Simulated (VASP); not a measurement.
A run of VASP 6.6.1 is set up as follows.

Contents of INCAR:

```
SYSTEM = Li2ClF
PREC = Accurate
ENCUT = 520
EDIFF = 1E-6
ISMEAR = 0
SIGMA = 0.01
LREAL = .False.
LASPH = .True.
NELM = 100
ALGO = Normal
ISIF = 2
LWAVE = .False.
LCHARG = .False.
GGA = PE
NBANDS = 18
```

KPOINTS

```
regular mesh
0
Gamma
  8 8 8
  0 0 0
```

POSCAR

```
Li2ClF
1.0
    1.6420808851      0.9480558411      5.2919320370
   -1.6420808851      0.9480558411      5.2919320370
    0.0000000000     -1.8961116822      5.2919320370
F Cl Li
1 1 2
Direct
    1.0000000000      0.0000000000      0.0000000000
    0.5000000000      0.5000000000      0.5000000000
    0.2627109633      0.2627109633      0.2627109633
    0.7372890367      0.7372890367      0.7372890367
```

Potentials or basis: VASP PAW PBE potentials, release 64 (F, Cl, Li_sv).

Command:

```sh
$ cat potpaw_PBE.64/F/POTCAR potpaw_PBE.64/Cl/POTCAR potpaw_PBE.64/Li_sv/POTCAR > POTCAR
$ mpirun -np 1 vasp_std > vasp.out
```

Task: Predict the band gap on the k mesh.

Result: 4.89 eV.

Task: What does it give for the largest force?

Result: 0.031 eV/Å.

Forces in eV/Å, atoms in the order of the input:
```
F    0.000  0.000  0.000
Cl   0.000  0.000  0.000
Li   0.000  0.000  0.031
Li   0.000  0.000 -0.031
```

 A k mesh can miss the band edges.
